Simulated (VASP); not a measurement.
Write the native input for VASP 6.6.1 that does the following.

* Task: single point
* Functional: LDA
* Potentials or basis: VASP PAW LDA potentials, release 64 (Al, Cu)
* Cutoff: 520 eV
* k mesh: 14 × 14 × 14
* Occupations: gaussian, width 0.15 eV
* Spin: no spin polarisation
* Dipole correction: no
* Further INCAR settings: ALGO = Fast; EDIFF = 1e-06; NBANDS = 16

The structure of Al2Cu lies in POSCAR:

```
Al2Cu
1.0
   -2.0046693320      2.0046693320      2.7878500000
    2.0046693320     -2.0046693320      2.7878500000
    2.0046693320      2.0046693320     -2.7878500000
Al Cu
2 1
Direct
    0.7500000000      0.2500000000      0.5000000000
    0.2500000000      0.7500000000      0.5000000000
    0.5000000000      0.5000000000      0.0000000000
```

One way to write it, as run:

INCAR

```
ALGO = Fast
EDIFF = 1E-6
ENCUT = 520
GGA = CA
ISIF = 2
ISMEAR = 0
LASPH = True
LCHARG = False
LREAL = False
LWAVE = False
NBANDS = 16
NELM = 80
PREC = Accurate
SIGMA = 0.15
```

KPOINTS

```
k-points
0
Gamma
  14 14 14
```

Potentials or basis: VASP PAW LDA potentials, release 64 (Al, Cu).

Launch:

```sh
$ cat potpaw_LDA.64/Al/POTCAR potpaw_LDA.64/Cu/POTCAR > POTCAR
$ mpirun -np 1 vasp_std > vasp.out
```

Results of the run:

```json
{
 "Pressure": "2.4 GPa",
 "Band gap on the k mesh": "zero (an odd number of electrons rules out a gap without spin polarisation)"
}
```

Run time: 3.2 min on 1 thread of AMD EPYC 7R13 Processor (Zen 3) (shared host), peak memory 0.25 GiB.
